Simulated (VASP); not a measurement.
# CeO2 (Fm-3m) in VASP: further runs, part 2 of 2

VASP 6.6.1.

### Step 3. Single point, PBE+U

This run uses another cell than the first one, of 13.79 Å³/atom, 1.010 times its volume.

The input, INCAR:

```
PREC = Accurate ; ENCUT = 520
EDIFF = 1E-7 ; ISMEAR = 0
SIGMA = 0.05 ; LREAL = F
LASPH = T ; NELM = 150
ALGO = Normal ; ISIF = 2
LWAVE = F ; LCHARG = T
LMAXMIX = 6 ; LDAU = T
LDAUTYPE = 2 ; LDAUL = 3 -1
LDAUU = 5 0 ; LDAUJ = 0 0
LDAUPRINT = 1 ; GGA = PE
LELF = T ; LVHAR = T
NBANDS = 19
```

The input, KPOINTS:

```
Automatic mesh
0
Gamma
  12 12 12
```

The input, POSCAR:

```
CeO2
1.0
    0.0000000000      2.7449933774      2.7449933774
    2.7449933774      0.0000000000      2.7449933774
    2.7449933774      2.7449933774      0.0000000000
Ce O
1 2
Direct
    0.0000000000      0.0000000000      0.0000000000
    0.2500000000      0.2500000000      0.2500000000
    0.7500000000      0.7500000000      0.7500000000
```

Potentials or basis: VASP PAW PBE potentials, release 64 (Ce, O).

Command:

```sh
cat potpaw_PBE.64/Ce/POTCAR potpaw_PBE.64/O/POTCAR > POTCAR
mpirun -np 1 vasp_std > vasp.out
```

OUTCAR:

```text
PREC = Accurate
   ENCUT = 520
   EDIFF = 1E-7
   ISMEAR = 0
   LREAL = F
   LASPH = T
   NELM = 150
   ISIF = 2
   GGA = PE

 ion  position               nearest neighbor table
   1  0.000  0.000  0.000-   3 2.38   3 2.38   3 2.38   2 2.38   3 2.38   2 2.38   2 2.38   2 2.38

   2  0.250  0.250  0.250-   1 2.38   1 2.38   1 2.38   1 2.38
   3  0.750  0.750  0.750-   1 2.38   1 2.38   1 2.38   1 2.38

  LATTYP: Found a face centered cubic cell.
 ALAT       =     5.4899867548

  Lattice vectors:

 A1 = (   0.0000000000,   2.7449933774,   2.7449933774)
 A2 = (   2.7449933774,   0.0000000000,   2.7449933774)
 A3 = (   2.7449933774,   2.7449933774,   0.0000000000)

Analysis of symmetry for initial positions (statically):
=====================================================================
 Subroutine PRICEL returns:
 Original cell was already a primitive cell.

 Routine SETGRP: Setting up the symmetry group for a
 face centered cubic supercell.

 Subroutine GETGRP returns: Found 48 space group operations
 (whereof 48 operations were pure point group operations)
 out of a pool of 48 trial point group operations.

The static configuration has the point symmetry O_h .

Analysis of symmetry for dynamics (positions and initial velocities):
=====================================================================
 Subroutine PRICEL returns:
 Original cell was already a primitive cell.

 Routine SETGRP: Setting up the symmetry group for a
 face centered cubic supercell.

 Subroutine GETGRP returns: Found 48 space group operations
 (whereof 48 operations were pure point group operations)
 out of a pool of 48 trial point group operations.

The dynamic configuration has the point symmetry O_h .

 Subroutine INISYM returns: Found 48 space group operations
 (whereof 48 operations are pure point group operations),
 and found     1 'primitive' translations

----------------------------------------------------------------------------------------

                                     Primitive cell

  volume of cell :      41.3670

  direct lattice vectors                    reciprocal lattice vectors
[... 132 lines left out ...]
atom =   1  type =  1  l = 3

 onsite density matrix

spin component  1

  0.0388  0.0000  0.0103 -0.0000 -0.0000  0.0000  0.0000
  0.0000  0.1386 -0.0000  0.0000  0.0000 -0.0000 -0.0000
  0.0103 -0.0000  0.0335 -0.0000  0.0000 -0.0000 -0.0000
 -0.0000  0.0000 -0.0000  0.0468 -0.0000  0.0000 -0.0000
 -0.0000  0.0000  0.0000 -0.0000  0.0335 -0.0000 -0.0103
  0.0000 -0.0000 -0.0000  0.0000 -0.0000  0.0255 -0.0000
  0.0000 -0.0000 -0.0000 -0.0000 -0.0103 -0.0000  0.0388

spin component  2

  0.0388  0.0000  0.0103 -0.0000 -0.0000  0.0000  0.0000
  0.0000  0.1386 -0.0000  0.0000  0.0000 -0.0000 -0.0000
  0.0103 -0.0000  0.0335 -0.0000  0.0000 -0.0000 -0.0000
 -0.0000  0.0000 -0.0000  0.0468 -0.0000  0.0000 -0.0000
 -0.0000  0.0000  0.0000 -0.0000  0.0335 -0.0000 -0.0103
  0.0000 -0.0000 -0.0000  0.0000 -0.0000  0.0255 -0.0000
  0.0000 -0.0000 -0.0000 -0.0000 -0.0103 -0.0000  0.0388

 occupancies and eigenvectors

  o =  0.0255  v =  0.0000  0.0000  0.0000  0.0000  0.0017 -1.0000  0.0013  0.0000  0.0000  0.0000  0.0000  0.0000  0.0000  0.0000      0.0000  0.0000  0.0000  0.0000  0.0000  0.0000  0.0000  0.0000  0.0000  0.0000  0.0000  0.0000  0.0000  0.0000
  o =  0.0255  v =  0.0000  0.0000  0.0000  0.0000  0.0000  0.0000  0.0000  0.0000  0.0000  0.0000  0.0000  0.0017 -1.0000  0.0013      0.0000  0.0000  0.0000  0.0000  0.0000  0.0000  0.0000  0.0000  0.0000  0.0000  0.0000  0.0000  0.0000  0.0000
  o =  0.0255  v =  0.0000 -0.0000  0.0000 -0.0000 -0.7906 -0.0022 -0.6124  0.0000  0.0000  0.0000  0.0000  0.0000  0.0000  0.0000      0.0000  0.0000  0.0000  0.0000  0.0000  0.0000  0.0000  0.0000  0.0000  0.0000  0.0000  0.0000  0.0000  0.0000
  o =  0.0255  v =  0.0000  0.0000  0.0000  0.0000  0.0000  0.0000  0.0000  0.0000 -0.0000  0.0000 -0.0000 -0.7906 -0.0022 -0.6124      0.0000  0.0000  0.0000  0.0000  0.0000  0.0000  0.0000  0.0000  0.0000  0.0000  0.0000  0.0000  0.0000  0.0000
  o =  0.0255  v =  0.0000  0.0000  0.0000  0.0000  0.0000  0.0000  0.0000  0.6124  0.0000 -0.7906  0.0000 -0.0000  0.0000 -0.0000      0.0000  0.0000  0.0000  0.0000  0.0000  0.0000  0.0000  0.0000  0.0000  0.0000  0.0000  0.0000  0.0000  0.0000
  o =  0.0255  v =  0.6124  0.0000 -0.7906  0.0000 -0.0000  0.0000 -0.0000  0.0000  0.0000  0.0000  0.0000  0.0000  0.0000  0.0000      0.0000  0.0000  0.0000  0.0000  0.0000  0.0000  0.0000  0.0000  0.0000  0.0000  0.0000  0.0000  0.0000  0.0000
  o =  0.0468  v =  0.0000  0.0000  0.0000  0.0000  0.0000  0.0000  0.0000 -0.0229  0.0000 -0.0177 -0.9994 -0.0112 -0.0000  0.0144      0.0000  0.0000  0.0000  0.0000  0.0000  0.0000  0.0000  0.0000  0.0000  0.0000  0.0000  0.0000  0.0000  0.0000
  o =  0.0468  v = -0.0229  0.0000 -0.0177 -0.9994 -0.0112 -0.0000  0.0144  0.0000  0.0000  0.0000  0.0000  0.0000  0.0000  0.0000      0.0000  0.0000  0.0000  0.0000  0.0000  0.0000  0.0000  0.0000  0.0000  0.0000  0.0000  0.0000  0.0000  0.0000
  o =  0.0468  v =  0.0000  0.0000  0.0000  0.0000  0.0000  0.0000  0.0000  0.0102 -0.0000  0.0079 -0.0186  0.6122  0.0000 -0.7904      0.0000  0.0000  0.0000  0.0000  0.0000  0.0000  0.0000  0.0000  0.0000  0.0000  0.0000  0.0000  0.0000  0.0000
  o =  0.0468  v =  0.7902 -0.0000  0.6121 -0.0287 -0.0082 -0.0000  0.0106  0.0000  0.0000  0.0000  0.0000  0.0000  0.0000  0.0000      0.0000  0.0000  0.0000  0.0000  0.0000  0.0000  0.0000  0.0000  0.0000  0.0000  0.0000  0.0000  0.0000  0.0000
  o =  0.0468  v =  0.0000  0.0000  0.0000  0.0000  0.0000  0.0000  0.0000  0.7902 -0.0000  0.6121 -0.0287 -0.0082 -0.0000  0.0106      0.0000  0.0000  0.0000  0.0000  0.0000  0.0000  0.0000  0.0000  0.0000  0.0000  0.0000  0.0000  0.0000  0.0000
  o =  0.0468  v =  0.0102 -0.0000  0.0079 -0.0186  0.6122  0.0000 -0.7904  0.0000  0.0000  0.0000  0.0000  0.0000  0.0000  0.0000      0.0000  0.0000  0.0000  0.0000  0.0000  0.0000  0.0000  0.0000  0.0000  0.0000  0.0000  0.0000  0.0000  0.0000
  o =  0.1386  v =  0.0000  1.0000  0.0000  0.0000  0.0000  0.0000 -0.0000  0.0000  0.0000  0.0000  0.0000  0.0000  0.0000  0.0000      0.0000  0.0000  0.0000  0.0000  0.0000  0.0000  0.0000  0.0000  0.0000  0.0000  0.0000  0.0000  0.0000  0.0000
  o =  0.1386  v =  0.0000  0.0000  0.0000  0.0000  0.0000  0.0000  0.0000  0.0000  1.0000  0.0000  0.0000  0.0000  0.0000 -0.0000      0.0000  0.0000  0.0000  0.0000  0.0000  0.0000  0.0000  0.0000  0.0000  0.0000  0.0000  0.0000  0.0000  0.0000

 number of electron      23.9999993 magnetization

 Free energy of the ion-electron system (eV)
  ---------------------------------------------------
  ext. energy  EPLUGINS =         0.00000000
  ---------------------------------------------------
  free energy    TOTEN  =       -24.32380046 eV

  energy without entropy =      -24.32380046  energy(sigma->0) =      -24.32380046

 E-fermi :   5.4936     XC(G=0): -11.1198

 val. band max:        5.2160049150   @ k =  -0.2500   0.2500   0.0000
 cond. band min:       7.4865555704   @ k =   0.5000   0.0000   0.0000
 fundamental gap:      2.2705506554
 Fermi energy:         5.4935950763

 k-point     1 :       0.0000    0.0000    0.0000
  band No.  band energies     occupation
      1     -28.3692      2.00000
      2     -11.1187      2.00000
      3     -10.4128      2.00000
      4     -10.4128      2.00000
      5     -10.4128      2.00000
      6     -10.0550      2.00000
[... 505 lines left out ...]
      6      -7.9205      2.00000
[... 11 lines left out ...]
     18       8.1445      0.00000
     19       8.1768      0.00000

 [... further k-points ...]
[... 5 lines left out ...]
  --------------------------------------------------------------------------------------
  -------------------------------------------------------------------------------------
  Total        0.2833315      0.2833315      0.2833315     -0.0000000     -0.0000000      0.0000000
  in kB       10.9736628     10.9736628     10.9736628     -0.0000000     -0.0000000      0.0000000
  external PRESSURE =      10.9736628 kB  Pullay stress =       0.0000000 kB

 VOLUME and BASIS-vectors are now :
 -----------------------------------------------------------------------------
  energy-cutoff  :      520.00
  volume of cell :       41.37
      direct lattice vectors                 reciprocal lattice vectors
     0.000000000  2.744993377  2.744993377    -0.182149802  0.182149802  0.182149802
     2.744993377  0.000000000  2.744993377     0.182149802 -0.182149802  0.182149802
     2.744993377  2.744993377  0.000000000     0.182149802  0.182149802 -0.182149802

 POSITION                                       TOTAL-FORCE (eV/Angst)
 -----------------------------------------------------------------------------------
      0.00000      0.00000      0.00000         0.000000     -0.000000     -0.000000
      1.37250      1.37250      1.37250         0.000000      0.000000      0.000000
      4.11749      4.11749      4.11749        -0.000000     -0.000000     -0.000000
 -----------------------------------------------------------------------------------
    total drift:                                0.000000     -0.000000      0.000000

  FREE ENERGIE OF THE ION-ELECTRON SYSTEM (eV)
  ---------------------------------------------------
  free  energy   TOTEN  =       -24.3238004579 eV

  energy  without entropy=      -24.3238004579  energy(sigma->0) =      -24.32380046
```

stdout:

```text
POSCAR found type information on POSCAR CeO
 POSCAR found :  2 types and       3 ions
 scaLAPACK will be used
 LDA part: xc-table for (Slater+PW92), standard interpolation
 POSCAR, INCAR and KPOINTS ok, starting setup
 FFT: planning ... GRIDC
 FFT: planning ... GRID_SOFT
 FFT: planning ... GRID
 WAVECAR not read
 entering main loop
```

It took 1.7 min on 1 thread of Intel Xeon Platinum 8375C at 2.90GHz (Ice Lake), shared host; peak memory 0.22 GiB.

Results:

```
Free energy            : -24.3238 eV
Pressure               : 1.1 GPa
Band gap on the k mesh : 2.27 eV, indirect (least direct gap 2.47 eV)
```

Levels at points of the mesh, in eV from the valence-band top:
```tsv
k point	band 8	band 9	band 10	band 11	band 12	band 13	band 14	band 15	band 16	band 17
(0.00, 0.00, 0.00)	-3.80	-3.80	-0.42	-0.42	-0.42	2.42	2.77	2.77	2.77	3.14
(0.50, 0.00, 0.00)	-2.95	-1.30	-1.26	-0.72	-0.72	2.27	2.58	2.58	2.78	2.79
(0.50, 0.50, 0.00)	-1.27	-1.27	-0.81	-0.81	-0.46	2.50	2.50	2.52	2.63	2.97
```

Eigenvalues of the final occupation matrices:
```
    site  spin  trace                         eigenvalues
site 1 f     1   0.36  0.03 0.03 0.03 0.05 0.05 0.05 0.14
site 1 f     2   0.36  0.03 0.03 0.03 0.05 0.05 0.05 0.14
```

Caveat: spin-orbit coupling is left out, which moves the levels of the heavy elements.
